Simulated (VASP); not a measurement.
A run of VASP 6.6.1 is set up as follows.

The input INCAR:

```
SYSTEM = Sn3H
  ALGO = Normal
  DIPOL = 0.5 0.5 0.353
  EDIFF = 1E-6
  ENCUT = 520
  GGA = CA
  IDIPOL = 3
  ISIF = 2
  ISMEAR = 0
  LASPH = .TRUE.
  LCHARG = .FALSE.
  LDIPOL = .TRUE.
  LREAL = Auto
  LUSENCCL = .FALSE.
  LWAVE = .FALSE.
  NBANDS = 194
  NELM = 100
  PREC = Accurate
  SIGMA = 0.05
```

File KPOINTS:

```
k-points
0
G
  3 3 1
  0 0 0
```

The input POSCAR:

```
Sn3H
1.0
    9.1557438523      0.0000000000      0.0000000000
    0.0000000000      9.1557438523      0.0000000000
    0.0000000000      0.0000000000     21.9587471797
Sn H
24 8
Direct
    0.5000000000      0.2500000000      0.2284345474
    0.5000000000      0.7500000000      0.2284345474
    0.0000000000      0.2500000000      0.2284345474
    0.0000000000      0.7500000000      0.2284345474
    0.5000000000      0.5000000000      0.3021419465
    0.5000000000      0.0000000000      0.3021419465
    0.0000000000      0.5000000000      0.3021419465
    0.0000000000      0.0000000000      0.3021419465
    0.7500000000      0.5000000000      0.3758493455
    0.7500000000      0.0000000000      0.3758493455
    0.2500000000      0.5000000000      0.3758493455
    0.2500000000      0.0000000000      0.3758493455
    0.7456621306      0.7507390233      0.4503548608
    0.7456621306      0.2492609767      0.4503548608
    0.2539985233      0.7501824724      0.4458579472
    0.2539985233      0.2498175276      0.4458579472
    0.0012724993      0.7333594480      0.5193240085
    0.0012724993      0.2666405520      0.5193240085
    0.4975194248      0.7725786926      0.5257701559
    0.4975194248      0.2274213074      0.5257701559
    0.1282463347      0.0000000000      0.5499718260
    0.0827790745      0.5000000000      0.5964225634
    0.4106831467      0.0000000000      0.6086304412
    0.3763043606      0.5000000000      0.5532481605
    0.3452930074      0.2500000000      0.1833836842
    0.6538349375      0.2500000000      0.1826399267
    0.6538349375      0.7500000000      0.1826399267
    0.3452930074      0.7500000000      0.1833836842
   -0.1538349375      0.2500000000      0.1826399267
    0.1547069926      0.2500000000      0.1833836842
    0.1547069926      0.7500000000      0.1833836842
   -0.1538349375      0.7500000000      0.1826399267
```

Potentials or basis: VASP PAW LDA potentials, release 64 (Sn_d, H).

Launch:

```bash
$ cat potpaw_LDA.64/Sn_d/POTCAR potpaw_LDA.64/H/POTCAR > POTCAR
$ mpirun -np 1 vasp_std > vasp.out
```

What does it give for the largest force?

0.589 eV/Å.

What does it give for the band gap on the k mesh?

Zero (bands 172 and 173 overlap by 0.04 eV).

Forces in eV/Å, atoms in the order of the input:
```
Sn   0.095 -0.003  0.143
Sn   0.095  0.003  0.143
Sn  -0.089 -0.034  0.138
Sn  -0.089  0.034  0.138
Sn  -0.035  0.000 -0.135
Sn  -0.078  0.000 -0.092
Sn   0.074  0.000 -0.052
Sn   0.037  0.000 -0.080
Sn  -0.134  0.000 -0.026
Sn   0.002  0.000 -0.122
Sn  -0.014  0.000 -0.490
Sn   0.158  0.000 -0.567
Sn  -0.023  0.001  0.020
Sn  -0.023 -0.001  0.020
Sn   0.015  0.001 -0.005
Sn   0.015 -0.001 -0.005
Sn   0.004 -0.012  0.025
Sn   0.004  0.012  0.025
Sn  -0.003  0.006 -0.011
Sn  -0.003 -0.006 -0.011
Sn  -0.004  0.000  0.301
Sn   0.005  0.000  0.533
Sn   0.005  0.000  0.018
Sn  -0.012  0.000  0.029
H    0.006 -0.001 -0.001
H   -0.038  0.009  0.004
H   -0.038 -0.009  0.004
H    0.006  0.001 -0.001
H    0.034  0.006  0.018
H   -0.003  0.011  0.010
H   -0.003 -0.011  0.010
H    0.034 -0.006  0.018
```

Caveat: spin-orbit coupling is left out, which moves the levels of the heavy elements.
